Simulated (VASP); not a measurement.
Input of a VASP 6.6.1 run:

Contents of INCAR:

```
SYSTEM = Al7GaN8
ALGO = Normal
EDIFF = 1E-6
ENCUT = 520
GGA = PS
ISIF = 2
ISMEAR = 0
LASPH = .True.
LCHARG = .True.
LELF = .True.
LREAL = Auto
LVHAR = .True.
LWAVE = .False.
NBANDS = 51
NELM = 80
PREC = Accurate
SIGMA = 0.02
```

File KPOINTS:

```
k-points
0
Gamma
  6 6 6
  0 0 0
```

POSCAR

```
Al7GaN8
1.0
    0.0000000000      0.0000000000     -5.0147202517
    3.1211334086      5.4059616409      0.0000000000
    3.1211334086     -5.4059616409      0.0000000000
Ga Al N
1 7 8
Direct
   -0.0006472902      0.1666666667      0.3333333333
    0.0004223865      0.1661219524      0.8330609762
    0.0004223865      0.6669390238      0.3338780476
    0.0004223865      0.6669390238      0.8330609762
    0.5006670681      0.3341458799      0.6682917599
    0.5006670681      0.3341458799      0.1658541201
    0.5009706441      0.8333333333      0.6666666667
    0.5006670681      0.8317082401      0.1658541201
    0.6090811122      0.1666666667      0.3333333333
    0.6205827830      0.1662318603      0.8331159302
    0.6205827830      0.6668840698      0.3337681397
    0.6205827830      0.6668840698      0.8331159302
    0.1218859837      0.3368208860      0.6736417720
    0.1218859837      0.3368208860      0.1631791140
    0.1199208703      0.8333333333      0.6666666667
    0.1218859837      0.8263582280      0.1631791140
```

Potentials or basis: VASP PAW PBE potentials, release 64 (Ga_d, Al, N).

Run with:

```console
$ cat potpaw_PBE.64/Ga_d/POTCAR potpaw_PBE.64/Al/POTCAR potpaw_PBE.64/N/POTCAR > POTCAR
$ mpirun -np 1 vasp_std > vasp.out
```

Problem. Predict the band gap on the k mesh.

Solution. 3.78 eV, direct.

Problem. Predict the largest force.

Solution. 0.013 eV/Å.

Forces in eV/Å, atoms in the order of the input:
```
Ga   0.000  0.000  0.001
Al  -0.002 -0.001  0.004
Al   0.002 -0.001  0.004
Al   0.000  0.002  0.004
Al   0.000  0.000  0.004
Al   0.000  0.000  0.004
Al   0.000  0.000  0.003
Al   0.000  0.000  0.004
N    0.000  0.000 -0.013
N    0.001  0.001 -0.004
N   -0.001  0.001 -0.004
N    0.000 -0.001 -0.004
N   -0.007  0.004  0.001
N    0.000 -0.008  0.001
N    0.000  0.000 -0.003
N    0.007  0.004  0.001
```

Caveat: the PAW data sets were made with another functional, which shifts forces and pressure a little. A k mesh can miss the band edges.
